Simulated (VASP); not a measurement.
PtSe2 (Sudovikovite): relaxation of shape and atoms at fixed volume with PBE+D3(BJ)

Crystal: PtSe2 (Sudovikovite).

```xyz
3
Lattice="3.8088 0.0000 0.0000 -1.9044 3.2985 0.0000 0.0000 0.0000 4.8711" Properties=species:S:1:pos:R:3 pbc="T T T"
Pt    0.0000    0.0000    0.0000
Se    0.0000    2.1990    1.2931
Se    1.9044    1.0995    3.5780
```

This cell differs from its parent crystal: volume scaled by 1.03.

* Program: VASP 6.6.1
* Task: relaxation of shape and atoms at fixed volume
* Functional: PBE
* Dispersion: D3(BJ)
* Potentials or basis: VASP PAW PBE potentials, release 64 (Pt, Se)
* Cutoff: 600 eV
* k mesh: 15 × 15 × 10
* Occupations: gaussian, width 0.1 eV
* Spin: no spin polarisation
* Dipole correction: no
* Further INCAR settings: ALGO = Normal; EDIFF = 1e-06; IBRION = 2; EDIFFG = -0.01; NSW = 50; ISIF = 4

The energy gained by relaxing is 3.8 meV/atom. The ionic steps are 6 and the pressure after relaxing is -1.5 GPa. The band gap on the k mesh is zero (band 11 reaches 7.00 eV, above the bottom of band 12 at 6.31 eV). The dispersion energy per atom is -0.475 eV.

The path:
```tsv
step	energy change (eV)	largest force (eV/Å)	pressure (GPa)	volume (Å³)
1	0.0000	0.2797	-3.54	61.20
2	-0.0075	0.1429	-2.68	61.20
3	-0.0109	0.0139	-1.68	61.20
4	-0.0109	0.0325	-1.57	61.20
5	-0.0113	0.0136	-1.50	61.20
6	-0.0114	0.0015	-1.47	61.20
```

Final structure:
```cif
data_structure
_symmetry_space_group_name_H-M 'P 1'
_symmetry_Int_Tables_number 1
_cell_length_a 3.7797
_cell_length_b 3.7797
_cell_length_c 4.9463
_cell_angle_alpha 90.000
_cell_angle_beta 90.000
_cell_angle_gamma 120.000
_cell_volume 61.20
loop_
_atom_site_label
_atom_site_type_symbol
_atom_site_fract_x
_atom_site_fract_y
_atom_site_fract_z
_atom_site_occupancy
Pt1 Pt 0.00000 0.00000 0.00000 1
Se1 Se 0.33333 0.66667 0.25967 1
Se2 Se 0.66667 0.33333 0.74033 1
```

Levels at points of the mesh, in eV from the Fermi level:
| k point | band 7 | band 8 | band 9 | band 10 | band 11 | band 12 | band 13 | band 14 | band 15 |
| --- | --- | --- | --- | --- | --- | --- | --- | --- | --- |
| (0.00, 0.00, 0.00) | -3.75 | -2.45 | -1.00 | -1.00 | 0.65 | 1.20 | 1.20 | 3.51 | 4.00 |
| (0.00, 0.00, 0.50) | -3.80 | -2.85 | -1.70 | -1.58 | -1.58 | 2.25 | 2.25 | 4.93 | 6.30 |

Wall time 7.4 min on 1 thread of Oxide Virtual Turin-like Processor, on a shared host, peak memory 0.4 GiB.

Caveat: the cell differs from its parent crystal (volume scaled by 1.03); spin-orbit coupling is left out, which moves the levels of the heavy elements; pairwise dispersion overbinds metals, which lowers pressure and volume.
